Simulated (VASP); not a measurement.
# Be15S16 (a cell with a defect) in VASP: single point with PBE

Aim: the single point of Be15S16 (a cell with a defect) with PBE.

Program: VASP 6.6.1. These are calculated values, not measurements. Logs are shortened: lines on timing, memory, paths and dates and some standing lists are left out, and cuts for length are marked.

## Step 1: The cell of the first run

The cell holds a defect, 31 atoms: a = 8.446 Å, b = 8.446 Å, c = 8.446 Å, α = 109.47°, β = 109.47°, γ = 109.47°.

## Step 2: Single point, PBE, collinear spin

INCAR reads:

```
PREC = Accurate
ENCUT = 520
EDIFF = 1E-6
ISMEAR = 0
SIGMA = 0.01
LREAL = Auto
LASPH = T
NELM = 150
ALGO = Normal
ISIF = 2
LWAVE = F
LCHARG = F
ISPIN = 2
MAGMOM = 0 0 0 0 0 0 0 0 0 0 0 0 0 0 0 0.5 0 0 0 0 0 0 0.5 0 0.5 0 0 0 0 0 0.5
LORBIT = 11
GGA = PE
NELECT = 128.0
NBANDS = 88
```

KPOINTS reads:

```
Automatic mesh
0
Gamma
  2 2 2
  0.5 0.5 0.5
```

POSCAR reads:

```
Be15S16
1.0
    4.8761188970      4.8761188970      4.8761188970
   -4.8761188970     -4.8761188970      4.8761188970
    4.8761188970     -4.8761188970     -4.8761188970
Be S
15 16
Direct
   -0.0078364716     -0.0037595401      0.0000000000
    0.7500000000      0.4921635284      0.7462404599
   -0.0078364716      0.2500000000      0.7462404599
    0.2540769314      0.0078364716      0.7578364716
    0.2500000000      0.7500000000      0.0000000000
    0.4962404599      0.4921635284      0.0000000000
    0.7500000000     -0.0037595401      0.2421635284
    0.7500000000      0.7500000000      0.5000000000
    0.0037595401      0.5037595401      0.4959230686
    0.2500000000      0.2500000000      0.5000000000
    0.5078364716      0.0078364716      0.5040769314
    0.5078364716      0.7540769314      0.7578364716
    0.0037595401      0.7459230686      0.2537595401
    0.2459230686      0.5037595401      0.2537595401
    0.4962404599      0.2500000000      0.2421635284
    0.7500000000      0.2500000000      0.7445454875
   -0.0027016258     -0.0007250004      0.7492749996
    0.7500000000      0.5007250004      0.4980233747
    0.0007250004      0.2500000000      0.4980233747
    0.2519766253      0.0027016258      0.5019766253
    0.2519766253      0.7519766253      0.7527016258
    0.4992749996      0.4972983742      0.7492749996
    0.7500000000     -0.0054545125      0.0000000000
    0.7500000000      0.7480233747      0.2507250004
    0.0054545125      0.5054545125      0.2554545125
    0.2480233747      0.2500000000      0.2507250004
    0.4992749996     -0.0007250004      0.2472983742
    0.5027016258      0.7519766253      0.5019766253
    0.0007250004      0.7480233747      0.0000000000
    0.2480233747      0.5007250004      0.0000000000
    0.4945454875      0.2500000000      0.0000000000
```

Potentials or basis: VASP PAW PBE potentials, release 64 (Be, S).

The run is started by

```console
$ cat potpaw_PBE.64/Be/POTCAR potpaw_PBE.64/S/POTCAR > POTCAR
$ mpirun -np 1 vasp_std > vasp.out
```

OUTCAR:

```text
PREC = Accurate
   ENCUT = 520
   EDIFF = 1E-6
   ISMEAR = 0
   LREAL = Auto
   LASPH = T
   NELM = 150
   ISIF = 2
   ISPIN = 2
   LORBIT = 11
   GGA = PE
   NELECT = 128.0

 ion  position               nearest neighbor table
   1  0.992  0.996  0.000-  23 2.04  29 2.12  17 2.14  26 2.14
   2  0.750  0.492  0.746-  16 2.04  18 2.12  22 2.14  29 2.14
   3  0.992  0.250  0.746-  16 2.04  19 2.12  17 2.14  30 2.14
   4  0.254  0.008  0.758-  31 2.04  17 2.12  21 2.14  20 2.14
   5  0.250  0.750  0.000-  21 2.10  27 2.10  29 2.10  30 2.10
   6  0.496  0.492  0.000-  31 2.04  30 2.12  22 2.14  24 2.14
   7  0.750  0.996  0.242-  23 2.04  24 2.12  27 2.14  19 2.14
   8  0.750  0.750  0.500-  28 2.10  17 2.10  24 2.10  18 2.10
   9  0.004  0.504  0.496-  25 2.04  21 2.12  18 2.14  19 2.14
  10  0.250  0.250  0.500-  20 2.10  22 2.10  19 2.10  26 2.10
  11  0.508  0.008  0.504-  16 2.04  27 2.12  20 2.14  28 2.14
  12  0.508  0.754  0.758-  23 2.04  22 2.12  21 2.14  28 2.14
  13  0.004  0.746  0.254-  25 2.04  20 2.12  24 2.14  29 2.14
  14  0.246  0.504  0.254-  25 2.04  28 2.12  26 2.14  30 2.14
  15  0.496  0.250  0.242-  31 2.04  26 2.12  27 2.14  18 2.14
  16  0.750  0.250  0.745-   2 2.04   3 2.04  11 2.04
  17  0.997  0.999  0.749-   8 2.10   4 2.12   1 2.14   3 2.14
  18  0.750  0.501  0.498-   8 2.10   2 2.12   9 2.14  15 2.14
  19  0.001  0.250  0.498-  10 2.10   3 2.12   9 2.14   7 2.14
  20  0.252  0.003  0.502-  10 2.10  13 2.12  11 2.14   4 2.14
  21  0.252  0.752  0.753-   5 2.10   9 2.12   4 2.14  12 2.14
  22  0.499  0.497  0.749-  10 2.10  12 2.12   2 2.14   6 2.14
  23  0.750  0.995  0.000-   1 2.04   7 2.04  12 2.04
  24  0.750  0.748  0.251-   8 2.10   7 2.12  13 2.14   6 2.14
  25  0.005  0.505  0.255-   9 2.04  13 2.04  14 2.04
  26  0.248  0.250  0.251-  10 2.10  15 2.12  14 2.14   1 2.14
  27  0.499  0.999  0.247-   5 2.10  11 2.12   7 2.14  15 2.14
  28  0.503  0.752  0.502-   8 2.10  14 2.12  12 2.14  11 2.14
  29  0.001  0.748  0.000-   5 2.10   1 2.12  13 2.14   2 2.14
  30  0.248  0.501  0.000-   5 2.10   6 2.12  14 2.14   3 2.14
  31  0.495  0.250  0.000-   6 2.04  15 2.04   4 2.04

  LATTYP: Found a body centered cubic cell.
 ALAT       =     9.7522377940

  Lattice vectors:

 A1 = (   4.8761188970,   4.8761188970,   4.8761188970)
 A2 = (  -4.8761188970,  -4.8761188970,   4.8761188970)
 A3 = (   4.8761188970,  -4.8761188970,  -4.8761188970)

Analysis of symmetry for initial positions (statically):
=====================================================================
 Subroutine PRICEL returns:
 Original cell was already a primitive cell.

 Routine SETGRP: Setting up the symmetry group for a
 body centered cubic supercell.

 Subroutine GETGRP returns: Found 24 space group operations
 (whereof  2 operations were pure point group operations)
 out of a pool of 48 trial point group operations.

The static configuration has the point symmetry C_1h.
 The point group associated with its full space group is T_d .

Analysis of symmetry for dynamics (positions and initial velocities):
=====================================================================
 Subroutine PRICEL returns:
 Original cell was already a primitive cell.

 Routine SETGRP: Setting up the symmetry group for a
 body centered cubic supercell.

 Subroutine GETGRP returns: Found 24 space group operations
 (whereof  2 operations were pure point group operations)
 out of a pool of 48 trial point group operations.

The dynamic configuration has the point symmetry C_1h.
 The point group associated with its full space group is T_d .

Analysis of structural, dynamic, and magnetic symmetry:
=====================================================================
 Subroutine PRICEL returns:
 Original cell was already a primitive cell.

 Routine SETGRP: Setting up the symmetry group for a
 body centered cubic supercell.

 Subroutine GETGRP returns: Found 24 space group operations
 (whereof  2 operations were pure point group operations)
 out of a pool of 48 trial point group operations.

The overall configuration has the point symmetry C_1h.
 The point group associated with its full space group is T_d .

 Subroutine INISYM returns: Found 24 space group operations
 (whereof  2 operations are pure point group operations),
 and found     1 'primitive' translations

----------------------------------------------------------------------------------------

                                     Primitive cell
[... 118 lines left out ...]
   ISTART =      0    job   : 0-new  1-cont  2-samecut
   ICHARG =      2    charge: 1-file 2-atom 10-const
   ISPIN  =      2    spin polarized calculation?
   LNONCOLLINEAR =      F non collinear calculations
   LSORBIT =      F    spin-orbit coupling
   LASPH  =      T    aspherical Exc in radial PAW
   ENCUT  =  520.0 eV  38.22 Ry    6.18 a.u.  15.70 15.70 15.70*2*pi/ulx,y,z
   NELM   =    150;   NELMIN=  2; NELMDL= -5     # of ELM steps
   EDIFF  = 0.1E-05   stopping-criterion for ELM
   LREAL  =      T    real-space projection
   EDIFFG = 0.1E-04   stopping-criterion for IOM
   NSW    =      0    number of steps for IOM
   IBRION =     -1    ionic relax: 0-MD 1-quasi-New 2-CG
   NFREE  =      0    steps in history (QN), initial steepest desc. (CG)
   ISIF   =      2    stress and relaxation
   ISYM   =      2    0-nonsym 1-usesym 2-fastsym
   POTIM  = 0.5000    time-step for ionic-motion
   TEBEG  =    0.0;   TEEND  =   0.0 temperature during run
   PSTRESS=    0.0 pullay stress
   NELECT =     128.0000    total number of electrons
   NUPDOWN=      -1.0000    fix difference up-down
   EMIN   =  10.00;   EMAX   =-10.00  energy-range for DOS
   EFERMI =   0.00;   METHOD = LEGACY
   ISMEAR =     0;   SIGMA  =   0.01  broadening in eV -4-tet -1-fermi 0-gaus
   EFERMI_NEDOS =   21; number of points for ismear=-14 and -15
   IALGO  =     38    algorithm
   IMIX   =      4    mixing-type and parameters
     AMIX     =   0.40;   BMIX     =  1.00
     AMIX_MAG =   1.60;   BMIX_MAG =  1.00
  volume/ion in A,a.u.               =      14.96       100.95
  Fermi-wavevector in a.u.,A,eV,Ry     =   1.065902  2.014262 15.458214  1.136147
  Thomas-Fermi vector in A             =   2.201469
   LORBIT       =     11    0 simple, 1 ext, 2 COOP (PROOUT), +10 PAW based schemes
   GGA     = PE    functional components
   LHFCALC =     F    Hartree Fock is set to
   AEXX    =    0.0000 exact exchange contribution
   IVDW    =     0    specifies the selected vdW correction
   LEPSILON=     F    determine dielectric tensor
   LRPA    =     F    only Hartree local field effects (RPA)
 spin polarized calculation
 Gauss-broadening in eV      SIGMA  =   0.01
  energy-cutoff  :      520.00
  volume of cell :      463.75
 maximum number of plane-waves:     12532
 NGX is ok and might be reduce to    64
   NGX = 31   NGY = 31   NGZ = 31

 number of electron     128.0000000 magnetization       0.0007226

 number of electron     128.0000000 magnetization      -0.0000045

 Free energy of the ion-electron system (eV)
  ---------------------------------------------------
  ext. energy  EPLUGINS =         0.00000000
  ---------------------------------------------------
  free energy    TOTEN  =      -143.73453618 eV

  energy without entropy =     -143.73453618  energy(sigma->0) =     -143.73453618

 E-fermi :   4.1320     XC(G=0):  -9.6447

 val. band max:        4.0400549109   @ k =   0.2500   0.2500   0.2500
 cond. band min:       7.4239296648   @ k =  -0.2500   0.2500   0.2500
 fundamental gap:      3.3838747540
 Fermi energy:         4.1319793466

 spin component 1

 k-point     1 :       0.2500    0.2500    0.2500
  band No.  band energies     occupation
      1      -9.2428      1.00000
      2      -9.2428      1.00000
      3      -9.2428      1.00000
      4      -8.8934      1.00000
      5      -8.1444      1.00000
      6      -8.1444      1.00000
[... 147 lines left out ...]
     75       9.6028      0.00000
     76       9.6028      0.00000
 Fermi energy:         4.1319793466

 spin component 2

 k-point     1 :       0.2500    0.2500    0.2500
  band No.  band energies     occupation
      1      -9.2428      1.00000
      2      -9.2428      1.00000
      3      -9.2428      1.00000
      4      -8.8934      1.00000
      5      -8.1444      1.00000
      6      -8.1444      1.00000
[... 147 lines left out ...]
     75       9.6028      0.00000
     76       9.6028      0.00000
 [bands above 76 left out]

------------------------ aborting loop because EDIFF is reached ----------------------------------------

  FORCE on cell =-STRESS in cart. coord.  units (eV):
  Direction    XX          YY          ZZ          XY          YZ          ZX
  --------------------------------------------------------------------------------------
  -------------------------------------------------------------------------------------
  Total       19.1992234     19.1992234     19.1992234     -0.0000000      0.0000000     -0.0000000
  in kB       66.3302130     66.3302130     66.3302130     -0.0000000      0.0000000     -0.0000000
  external PRESSURE =      66.3302130 kB  Pullay stress =       0.0000000 kB

 VOLUME and BASIS-vectors are now :
 -----------------------------------------------------------------------------
  energy-cutoff  :      520.00
  volume of cell :      463.75
      direct lattice vectors                 reciprocal lattice vectors
     4.876118897  4.876118897  4.876118897     0.102540568  0.000000000  0.102540568
    -4.876118897 -4.876118897  4.876118897     0.000000000 -0.102540568  0.102540568
     4.876118897 -4.876118897 -4.876118897     0.102540568 -0.102540568  0.000000000

 POSITION                                       TOTAL-FORCE (eV/Angst)
 -----------------------------------------------------------------------------------
     -0.01988     -0.01988      9.69569         0.011445      0.011445      0.008547
      4.89600     -2.38152      2.41818        -0.011445     -0.008547      0.011445
      7.25763     -0.01988      2.41818         0.008547      0.011445      0.011445
      4.89600     -2.49460     -2.41818        -0.011445      0.008547     -0.011445
     -2.43806     -2.43806      4.87612         0.000000      0.000000      0.000000
      0.01988      0.01988      4.81958        -0.011445     -0.011445      0.008547
[... 23 lines left out ...]
     -1.23220     -1.23220      3.65099        -0.008171     -0.008171     -0.008424
      1.19243      1.19243      3.63049         0.025806      0.025806      0.025806
 -----------------------------------------------------------------------------------
    total drift:                                0.000001     -0.000005      0.000005

  FREE ENERGIE OF THE ION-ELECTRON SYSTEM (eV)
  ---------------------------------------------------
  free  energy   TOTEN  =      -143.7345361760 eV

  energy  without entropy=     -143.7345361760  energy(sigma->0) =     -143.73453618

 total charge

# of ion       s       p       d       tot
------------------------------------------
    1        0.391   0.654   0.000   1.044
    2        0.391   0.654   0.000   1.044
    3        0.391   0.654   0.000   1.044
    4        0.391   0.654   0.000   1.044
    5        0.395   0.671   0.000   1.066
    6        0.391   0.654   0.000   1.044
[... 23 lines left out ...]
   30        1.309   2.533   0.000   3.842
   31        1.315   2.539   0.000   3.855
--------------------------------------------------
tot         26.839  50.417   0.000  77.256

 magnetization (x)

# of ion       s       p       d       tot
------------------------------------------
    1       -0.000   0.000   0.000   0.000
    2       -0.000   0.000   0.000   0.000
    3       -0.000   0.000   0.000   0.000
    4       -0.000   0.000   0.000   0.000
    5       -0.000  -0.000   0.000  -0.000
    6       -0.000   0.000   0.000   0.000
[... 23 lines left out ...]
   30       -0.000   0.000   0.000   0.000
   31       -0.000  -0.000   0.000  -0.000
--------------------------------------------------
tot         -0.000   0.000   0.000  -0.000
```

Wall time 3.8 min (1 thread of Intel Xeon 6975P-C (Granite Rapids), shared host); peak memory 0.77 GiB.

Results:

- Free energy: -143.7345 eV
- Largest force: 0.045 eV/Å
- Net moment: 0.00 μB per cell
- Valence electrons inside the program's atomic spheres: Be 1.04, 1.07; S 3.85, 3.84

Forces on the atoms (eV/Å):
```
Be   0.011  0.011  0.009
Be  -0.011 -0.009  0.011
Be   0.009  0.011  0.011
Be  -0.011  0.009 -0.011
Be   0.000  0.000  0.000
Be  -0.011 -0.011  0.009
Be   0.011 -0.009 -0.011
Be   0.000  0.000  0.000
Be   0.011 -0.011 -0.009
Be   0.000  0.000  0.000
Be  -0.011  0.011 -0.009
Be  -0.009  0.011 -0.011
Be  -0.009 -0.011  0.011
Be   0.011  0.009  0.011
Be   0.009 -0.011 -0.011
S    0.026 -0.026 -0.026
S   -0.008 -0.008 -0.008
S   -0.008  0.008  0.008
S   -0.008  0.008  0.008
S    0.008 -0.008  0.008
S    0.008 -0.008  0.008
S    0.008  0.008 -0.008
S   -0.026 -0.026  0.026
S    0.008  0.008 -0.008
S   -0.026  0.026 -0.026
S   -0.008 -0.008 -0.008
S   -0.008  0.008  0.008
S    0.008 -0.008  0.008
S    0.008  0.008 -0.008
S   -0.008 -0.008 -0.008
S    0.026  0.026  0.026
```

Levels at points of the mesh, in eV from the Fermi level:
Spin up:
| k point | band 62 | band 63 | band 64 | band 65 | band 66 | band 67 |
| --- | --- | --- | --- | --- | --- | --- |
| (0.25, 0.25, 0.25) | -0.09 | -0.09 | -0.09 | 4.21 | 4.21 | 4.21 |
Spin down:
| k point | band 61 | band 62 | band 63 | band 64 | band 65 | band 66 | band 67 | band 68 |
| --- | --- | --- | --- | --- | --- | --- | --- | --- |
| (0.25, 0.25, 0.25) | -0.96 | -0.09 | -0.09 | -0.09 | 4.21 | 4.21 | 4.21 | 4.36 |

Caveat: the cell carries a net charge on a neutralising background, which shifts energy and pressure; the cell is charged against a uniform background, so pressure and absolute levels hang on convention.
